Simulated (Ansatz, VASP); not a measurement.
**One calculation of BN, two programs**

```
CELL_PARAMETERS angstrom
0.00000 1.78994 1.78994
1.78994 0.00000 1.78994
1.78994 1.78994 0.00000
ATOMIC_POSITIONS crystal
B 0.00000 0.00000 0.00000
N 0.25000 0.25000 0.25000
```

Alike in both runs: functional LDA; k mesh 12 × 12 × 12; occupations gaussian, width 0.02 eV; no spin polarisation.

Ansatz relaxed the structure, and its values are those at the end. VASP's run is a single point on that final structure, the one shown.

|  | VASP | Ansatz |
| --- | --- | --- |
| version | VASP 6.6.1 | Ansatz 0.2.0 |
| potentials or method | VASP PAW LDA potentials, release 64 (B_h, N_h), cutoff 1330 eV | scalar-relativistic, plane waves, PAW |
| valence electrons in the cell | 8 | 8 |

Ansatz gave:

* gap on the k mesh at the Fermi level (eV): 4.39
* least direct gap on the mesh (eV): 8.83
* pressure (GPa): 0.0

**Question.** What did VASP give for the same quantities?

**Answer.** gap on the k mesh at the Fermi level (eV): 4.38; least direct gap on the mesh (eV): 8.83; pressure (GPa): 0.9.

Ansatz warns that its potentials were made for another functional, while VASP's fit it. LDA's correlation is that of Perdew and Zunger in VASP and of Perdew and Wang (1992) in Ansatz.
